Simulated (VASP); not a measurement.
# Sb (I4/mmm) in VASP: a series of runs

Sb is run at these levels: PBE+D3(BJ), PBE+D4; tasks: single point.

Program: VASP 6.6.1. These are calculated values, not measurements. Logs are shortened: lines on timing, memory, paths and dates and some standing lists are left out, and cuts for length are marked.

### Step 1. The cell of the first run

It takes space group I4/mmm (No. 139, tetragonal). Conventional cell: a = 3.179 Å, b = 3.179 Å, c = 5.204 Å, α = 90.00°, β = 90.00°, γ = 90.00°. Sb (site symmetry 4/mmm) has 12 Sb at 3.18 to 3.44 Å within 4.2 Å.

### Step 2. Single point, PBE+D3(BJ)

The input, INCAR:

```
PREC = Accurate
ENCUT = 520
EDIFF = 1E-6
ISMEAR = -1
SIGMA = 0.05
LREAL = False
LASPH = True
NELM = 80
ALGO = Normal
ISIF = 2
LWAVE = False
LCHARG = False
GGA = PE
IVDW = 12
NBANDS = 8
```

The input, KPOINTS:

```
Automatic mesh
0
Gamma
  12 12 12
```

The input, POSCAR:

```
Sb
1.0
   -1.5893259115      1.5893259115      2.6017691270
    1.5893259115     -1.5893259115      2.6017691270
    1.5893259115      1.5893259115     -2.6017691270
Sb
1
Direct
    0.0000000000      0.0000000000      0.0000000000
```

Potentials or basis: VASP PAW PBE potentials, release 64 (Sb).

On the command line:

```bash
$ cat potpaw_PBE.64/Sb/POTCAR > POTCAR
$ mpirun -np 1 vasp_std > vasp.out
```

OUTCAR:

```text
PREC = Accurate
   ENCUT = 520
   EDIFF = 1E-6
   ISMEAR = -1
   LREAL = False
   LASPH = True
   NELM = 80
   ISIF = 2
   GGA = PE
   IVDW = 12
 IVDW          = 12

 ion  position               nearest neighbor table
   1  0.000  0.000  0.000-

  LATTYP: Found a body centered tetragonal cell.
 ALAT       =     3.1786518230
 C/A-ratio  =     1.6370268100

  Lattice vectors:

 A1 = (  -1.5893259115,   1.5893259115,   2.6017691270)
 A2 = (   1.5893259115,  -1.5893259115,   2.6017691270)
 A3 = (   1.5893259115,   1.5893259115,  -2.6017691270)

Analysis of symmetry for initial positions (statically):
=====================================================================
 Subroutine PRICEL returns:
 Original cell was already a primitive cell.

 Routine SETGRP: Setting up the symmetry group for a
 body centered tetragonal supercell.

 Subroutine GETGRP returns: Found 16 space group operations
 (whereof 16 operations were pure point group operations)
 out of a pool of 16 trial point group operations.

The static configuration has the point symmetry D_4h.

Analysis of symmetry for dynamics (positions and initial velocities):
=====================================================================
 Subroutine PRICEL returns:
 Original cell was already a primitive cell.

 Routine SETGRP: Setting up the symmetry group for a
 body centered tetragonal supercell.

 Subroutine GETGRP returns: Found 16 space group operations
 (whereof 16 operations were pure point group operations)
 out of a pool of 16 trial point group operations.

The dynamic configuration has the point symmetry D_4h.

 Subroutine INISYM returns: Found 16 space group operations
 (whereof 16 operations are pure point group operations),
 and found     1 'primitive' translations

----------------------------------------------------------------------------------------

                                     Primitive cell

  volume of cell :      26.2878

  direct lattice vectors                    reciprocal lattice vectors
    -1.589325912  1.589325912  2.601769127     0.000000000  0.314598785  0.192176929
     1.589325912 -1.589325912  2.601769127     0.314598785  0.000000000  0.192176929
     1.589325912  1.589325912 -2.601769127     0.314598785  0.314598785  0.000000000

  length of vectors
     3.438185029  3.438185029  3.438185029     0.368652095  0.368652095  0.444909868

  position of ions in fractional coordinates (direct lattice)
     0.000000000  0.000000000  0.000000000

  ion indices of the primitive-cell ions
   primitive index   ion index
                 1           1

----------------------------------------------------------------------------------------

 KPOINTS: Automatic mesh

Automatic generation of k-mesh.
 Grid dimensions read from file:
 generate k-points for:   12   12   12

 Generating k-lattice:

  Cartesian coordinates                     Fractional coordinates (reciprocal lattice)
     0.000000000  0.026216565  0.016014744     0.083333333 -0.000000000  0.000000000
     0.026216565  0.000000000  0.016014744    -0.000000000  0.083333333  0.000000000
     0.026216565  0.026216565  0.000000000     0.000000000  0.000000000  0.083333333

  Length of vectors
     0.030721008  0.030721008  0.037075822

  Shift w.r.t. Gamma in fractional coordinates (k-lattice)
     0.000000000  0.000000000  0.000000000

 Subroutine IBZKPT returns following result:
 ===========================================

 Found    163 irreducible k-points:

 Following reciprocal coordinates:
            Coordinates               Weight
  0.000000  0.000000  0.000000      1.000000
  0.083333 -0.000000  0.000000      8.000000
  0.166667 -0.000000  0.000000      8.000000
  0.250000  0.000000  0.000000      8.000000
  0.333333  0.000000  0.000000      8.000000
  0.416667 -0.000000  0.000000      8.000000
[... 16 lines left out ...]
  0.500000  0.166667  0.000000     16.000000
 -0.416667  0.166667  0.000000     16.000000
 [... further k-points ...]
   k-points           NKPTS =    163   k-points in BZ     NKDIM =    163   number of bands    NBANDS=      8
   number of dos      NEDOS =    301   number of ions     NIONS =      1
   total plane-waves  NPLWV =  21952
   dimension x,y,z NGX =    28 NGY =   28 NGZ =   28
   dimension x,y,z NGXF=    56 NGYF=   56 NGZF=   56
   ions per type =               1
   NGX,Y,Z   is equivalent  to a cutoff of  13.54, 13.54, 13.54 a.u.
   NGXF,Y,Z  is equivalent  to a cutoff of  27.08, 27.08, 27.08 a.u.
 SYSTEM =  unknown system
   PREC   = accura    normal or accurate (medium, high low for compatibility)
   ISTART =      0    job   : 0-new  1-cont  2-samecut
   ICHARG =      2    charge: 1-file 2-atom 10-const
   ISPIN  =      1    spin polarized calculation?
   LNONCOLLINEAR =      F non collinear calculations
   LSORBIT =      F    spin-orbit coupling
   LASPH  =      T    aspherical Exc in radial PAW
   ENCUT  =  520.0 eV  38.22 Ry    6.18 a.u.   6.39  6.39  6.39*2*pi/ulx,y,z
   NELM   =     80;   NELMIN=  2; NELMDL= -5     # of ELM steps
   EDIFF  = 0.1E-05   stopping-criterion for ELM
   LREAL  =      F    real-space projection
   EDIFFG = 0.1E-04   stopping-criterion for IOM
   NSW    =      0    number of steps for IOM
   IBRION =     -1    ionic relax: 0-MD 1-quasi-New 2-CG
   NFREE  =      0    steps in history (QN), initial steepest desc. (CG)
   ISIF   =      2    stress and relaxation
   ISYM   =      2    0-nonsym 1-usesym 2-fastsym
   POTIM  = 0.5000    time-step for ionic-motion
   TEBEG  =    0.0;   TEEND  =   0.0 temperature during run
   PSTRESS=    0.0 pullay stress
   NELECT =       5.0000    total number of electrons
   NUPDOWN=      -1.0000    fix difference up-down
   EMIN   =  10.00;   EMAX   =-10.00  energy-range for DOS
   EFERMI =   0.00;   METHOD = LEGACY
   ISMEAR =    -1;   SIGMA  =   0.05  broadening in eV -4-tet -1-fermi 0-gaus
   EFERMI_NEDOS =   21; number of points for ismear=-14 and -15
   IALGO  =     38    algorithm
   IMIX   =      4    mixing-type and parameters
     AMIX     =   0.40;   BMIX     =  1.00
     AMIX_MAG =   1.60;   BMIX_MAG =  1.00
  volume/ion in A,a.u.               =      26.29       177.40
  Fermi-wavevector in a.u.,A,eV,Ry     =   0.941485  1.779148 12.060115  0.886393
  Thomas-Fermi vector in A             =   2.069000
   LORBIT       =      0    0 simple, 1 ext, 2 COOP (PROOUT), +10 PAW based schemes
   GGA     = PE    functional components
   LHFCALC =     F    Hartree Fock is set to
   AEXX    =    0.0000 exact exchange contribution
   IVDW    =    12    specifies the selected vdW correction
   LEPSILON=     F    determine dielectric tensor
   LRPA    =     F    only Hartree local field effects (RPA)
 non-spin polarized calculation
  energy-cutoff  :      520.00
  volume of cell :       26.29
 maximum number of plane-waves:       724
 NGX is ok and might be reduce to    28
   NGX = 13   NGY = 13   NGZ = 13

 number of electron       5.0000000 magnetization

 Free energy of the ion-electron system (eV)
  ---------------------------------------------------
  ext. energy  EPLUGINS =         0.00000000
  ---------------------------------------------------
  free energy    TOTEN  =        -3.83644166 eV

  energy without entropy =       -3.83238794  energy(sigma->0) =       -3.83441480

 E-fermi :   8.8510     XC(G=0): -10.3321

 val. band max:        8.8290606163   @ k =  -0.2500   0.0833  -0.0000
 cond. band min:       8.8567571782   @ k =   0.4167   0.4167   0.0833
 fundamental gap:      0.0276965619
 Fermi energy:         8.8510152301

 k-point     1 :       0.0000    0.0000    0.0000
  band No.  band energies     occupation
      1      -4.2843      2.00000
      2      14.0490      0.00000
      3      14.4031      0.00000
      4      14.4031      0.00000
      5      18.3931      0.00000
      6      19.3178      0.00000
      7      19.4009      0.00000
      8      19.4009      0.00000

 k-point     2 :       0.0833   -0.0000    0.0000
  band No.  band energies     occupation
      1      -4.1424      2.00000
      2      13.0304      0.00000
      3      13.8236      0.00000
      4      14.3356      0.00000
      5      18.0279      0.00000
      6      18.8118      0.00000
      7      19.6523      0.00000
      8      19.9115      0.00000

 k-point     3 :       0.1667   -0.0000    0.0000
  band No.  band energies     occupation
      1      -3.7187      2.00000
      2      10.6110      0.00000
      3      13.0985      0.00000
      4      14.1848      0.00000
      5      17.2293      0.00000
      6      18.4995      0.00000
      7      20.2919      0.00000
      8      20.5727      0.00000

 k-point     4 :       0.2500    0.0000    0.0000
  band No.  band energies     occupation
      1      -3.0217      2.00000
      2       8.0824      2.00000
      3      12.3386      0.00000
      4      14.0398      0.00000
      5      16.5461      0.00000
      6      18.1889      0.00000
      7      20.6358      0.00000
      8      21.5886      0.00000

 k-point     5 :       0.3333    0.0000    0.0000
  band No.  band energies     occupation
      1      -2.0792      2.00000
      2       5.7531      2.00000
      3      11.7150      0.00000
      4      13.9498      0.00000
      5      16.0248      0.00000
      6      18.1554      0.00000
      7      19.9995      0.00000
      8      20.5759      0.00000
[... 177 lines left out ...]
 k-point    22 :       0.4167    0.1667    0.0000
  band No.  band energies     occupation
      1      -0.0468      2.00000
      2       3.6491      2.00000
      3       9.7627      0.00000
      4      11.1416      0.00000
      5      15.6174      0.00000
      6      17.7611      0.00000
      7      21.1323      0.00000
      8      23.1559      0.00000

 k-point    23 :       0.5000    0.1667    0.0000
  band No.  band energies     occupation
      1      -0.0878      2.00000
      2       3.6965      2.00000
      3      10.0407      0.00000
      4      11.1657      0.00000
      5      15.3259      0.00000
      6      17.7846      0.00000
      7      21.0025      0.00000
      8      22.1602      0.00000

 k-point    24 :      -0.4167    0.1667    0.0000
  band No.  band energies     occupation
      1      -1.0731      2.00000
      2       5.2392      2.00000
      3      10.3923      0.00000
      4      11.4518      0.00000
      5      15.4170      0.00000
      6      17.9246      0.00000
      7      19.5452      0.00000
      8      22.3867      0.00000

 [... further k-points ...]

------------------------ aborting loop because EDIFF is reached ----------------------------------------

 Edisp (eV)   -0.53784

 E8    (eV) :    -0.2484

  FORCE on cell =-STRESS in cart. coord.  units (eV):
  Direction    XX          YY          ZZ          XY          YZ          ZX
  --------------------------------------------------------------------------------------
  -------------------------------------------------------------------------------------
  Total      -0.01887    -0.01887    -0.02431     0.00000     0.00000     0.00000
  in kB      -1.15002    -1.15002    -1.48146     0.00000     0.00000     0.00000
  external pressure =       -1.26 kB  Pullay stress =        0.00 kB

 VOLUME and BASIS-vectors are now :
 -----------------------------------------------------------------------------
  energy-cutoff  :      520.00
  volume of cell :       26.29
      direct lattice vectors                 reciprocal lattice vectors
    -1.589325912  1.589325912  2.601769127     0.000000000  0.314598785  0.192176929
     1.589325912 -1.589325912  2.601769127     0.314598785  0.000000000  0.192176929
     1.589325912  1.589325912 -2.601769127     0.314598785  0.314598785  0.000000000

 POSITION                                       TOTAL-FORCE (eV/Angst)
 -----------------------------------------------------------------------------------
      0.00000      0.00000      0.00000        -0.000000      0.000000     -0.000000
 -----------------------------------------------------------------------------------
    total drift:                               -0.000000      0.000000      0.000000

  FREE ENERGIE OF THE ION-ELECTRON SYSTEM (eV)
  ---------------------------------------------------
  free  energy   TOTEN  =        -4.3742795190 eV

  energy  without entropy=       -4.3702257935  energy(sigma->0) =       -4.37225266
```

Run time: 31 s. Hardware: 1 thread of Intel Xeon 8259CL, shared host; peak memory 0.19 GiB.

Results:

```yaml
Free_energy: -4.3743 eV
Pressure: -0.1 GPa
Band_gap_on_the_k_mesh: zero (an odd number of electrons rules out a gap without spin polarisation)
Dispersion_energy_per_atom: -0.538 eV
```

Caveat: spin-orbit coupling is left out, which moves the levels of the heavy elements.

### Step 3. Single point, PBE+D4

The input, INCAR:

```
ALGO     = Normal         # electronic algorithm
EDIFF    = 1E-6           # SCF threshold, eV
ENCUT    = 520            # plane-wave cutoff, eV
GGA      = PE             # functional
ISIF     = 2              # what is computed and relaxed
ISMEAR   = -1             # smearing method
IVDW     = 13             # dispersion correction
LASPH    = T              # aspherical terms in the spheres
LCHARG   = F              # write CHGCAR
LREAL    = F              # projectors in reciprocal space
LWAVE    = F              # write WAVECAR
NBANDS   = 8              # bands
NELM     = 60             # most SCF steps
PREC     = Accurate       # precision mode
SIGMA    = 0.05           # smearing width, eV
```

The input, KPOINTS:

```
k-points
0
Gamma
  12 12 12
```

The input, POSCAR:

```
Sb
1.0
   -1.5892317622      1.5892317622      2.6043230849
    1.5892317622     -1.5892317622      2.6043230849
    1.5892317622      1.5892317622     -2.6043230849
Sb
1
Direct
    0.0000000000      0.0000000000      0.0000000000
```

Potentials or basis: VASP PAW PBE potentials, release 64 (Sb).

On the command line:

```bash
$ cat potpaw_PBE.64/Sb/POTCAR > POTCAR
$ mpirun -np 1 vasp_std > vasp.out
```

OUTCAR:

```text
EDIFF = 1E-6
   ENCUT = 520
   GGA = PE
   ISIF = 2
   ISMEAR = -1
   IVDW = 13
   LASPH = T
   LREAL = F
   NELM = 60
   PREC = Accurate

 ion  position               nearest neighbor table
   1  0.000  0.000  0.000-

  LATTYP: Found a body centered tetragonal cell.
 ALAT       =     3.1784635244
 C/A-ratio  =     1.6387308301

  Lattice vectors:

 A1 = (  -1.5892317622,   1.5892317622,   2.6043230849)
 A2 = (   1.5892317622,  -1.5892317622,   2.6043230849)
 A3 = (   1.5892317622,   1.5892317622,  -2.6043230849)

Analysis of symmetry for initial positions (statically):
=====================================================================
 Subroutine PRICEL returns:
 Original cell was already a primitive cell.

 Routine SETGRP: Setting up the symmetry group for a
 body centered tetragonal supercell.

 Subroutine GETGRP returns: Found 16 space group operations
 (whereof 16 operations were pure point group operations)
 out of a pool of 16 trial point group operations.

The static configuration has the point symmetry D_4h.

[... 161 lines left out ...]
 cond. band min:       8.8488939480   @ k =   0.4167   0.4167   0.0833
 fundamental gap:      0.0330537884
 Fermi energy:         8.8394704695

 k-point     1 :       0.0000    0.0000    0.0000
  band No.  band energies     occupation
      1      -4.2891      2.00000
      2      14.0246      0.00000
      3      14.3864      0.00000
      4      14.3864      0.00000
      5      18.3763      0.00000
      6      19.3095      0.00000
      7      19.3915      0.00000
      8      19.3915      0.00000
[... 243 lines left out ...]
 k-point    24 :      -0.4167    0.1667   -0.0000
  band No.  band energies     occupation
      1      -1.0795      2.00000
      2       5.2287      2.00000
      3      10.3747      0.00000
      4      11.4430      0.00000
      5      15.4068      0.00000
      6      17.8964      0.00000
      7      19.5266      0.00000
      8      22.3776      0.00000

 [... further k-points ...]

------------------------ aborting loop because EDIFF is reached ----------------------------------------

  DFT-D4 for vdW energy calculation

  Edisp (eV):   -0.57478

  FORCE on cell =-STRESS in cart. coord.  units (eV):
  Direction    XX          YY          ZZ          XY          YZ          ZX
  --------------------------------------------------------------------------------------
  -------------------------------------------------------------------------------------
  Total      -0.02107    -0.02107    -0.03088     0.00000    -0.00000     0.00000
  in kB      -1.28281    -1.28281    -1.88047     0.00000    -0.00000     0.00000
  external pressure =       -1.48 kB  Pullay stress =        0.00 kB

 VOLUME and BASIS-vectors are now :
 -----------------------------------------------------------------------------
  energy-cutoff  :      520.00
  volume of cell :       26.31
      direct lattice vectors                 reciprocal lattice vectors
    -1.589231762  1.589231762  2.604323085     0.000000000  0.314617422  0.191988468
     1.589231762 -1.589231762  2.604323085     0.314617422  0.000000000  0.191988468
     1.589231762  1.589231762 -2.604323085     0.314617422  0.314617422  0.000000000

 POSITION                                       TOTAL-FORCE (eV/Angst)
 -----------------------------------------------------------------------------------
      0.00000      0.00000      0.00000         0.000000      0.000000      0.000000
 -----------------------------------------------------------------------------------
    total drift:                                0.000000      0.000000      0.000000

  FREE ENERGIE OF THE ION-ELECTRON SYSTEM (eV)
  ---------------------------------------------------
  free  energy   TOTEN  =        -4.4116427111 eV

  energy  without entropy=       -4.4075575137  energy(sigma->0) =       -4.40960011
```

OSZICAR:

```text
N       E                     dE             d eps       ncg     rms          rms(c)
DAV:   1     0.507243256747E+01    0.50724E+01   -0.17042E+03  2672   0.414E+02
DAV:   2    -0.374574349072E+01   -0.88182E+01   -0.84013E+01  3664   0.525E+01
DAV:   3    -0.384138046157E+01   -0.95637E-01   -0.95395E-01  3144   0.616E+00
DAV:   4    -0.384166222005E+01   -0.28176E-03   -0.28175E-03  4016   0.402E-01
DAV:   5    -0.384166271887E+01   -0.49882E-06   -0.49940E-06  3296   0.109E-02    0.182E+00
DAV:   6    -0.383854444894E+01    0.31183E-02   -0.17543E-03  3288   0.220E-01    0.104E+00
DAV:   7    -0.383685367409E+01    0.16908E-02   -0.37786E-03  3112   0.324E-01    0.531E-02
DAV:   8    -0.383686367171E+01   -0.99976E-05   -0.62885E-05  3736   0.607E-02    0.602E-03
DAV:   9    -0.383686410924E+01   -0.43754E-06   -0.77791E-07  3552   0.675E-03
   1 F= -.44116427E+01 E0= -.44096001E+01  d E =-.408520E-02
```

stdout:

```text
POSCAR found type information on POSCAR Sb
 POSCAR found :  1 types and       1 ions
 scaLAPACK will be used
 LDA part: xc-table for (Slater+PW92), standard interpolation
 POSCAR, INCAR and KPOINTS ok, starting setup
 FFT: planning ... GRIDC
 FFT: planning ... GRID_SOFT
 FFT: planning ... GRID
 WAVECAR not read
 entering main loop
```

Run time: 36 s. Hardware: 1 thread of Intel Xeon 8259CL, shared host; peak memory 0.18 GiB.

What came out:

```
Free energy                : -4.4116 eV
Pressure                   : -0.1 GPa
Band gap on the k mesh     : zero (an odd number of electrons rules out a gap without spin polarisation)
Dispersion energy per atom : -0.575 eV
```

Caveat: spin-orbit coupling is left out, which moves the levels of the heavy elements.

(Part 1 of 2 ends here.)
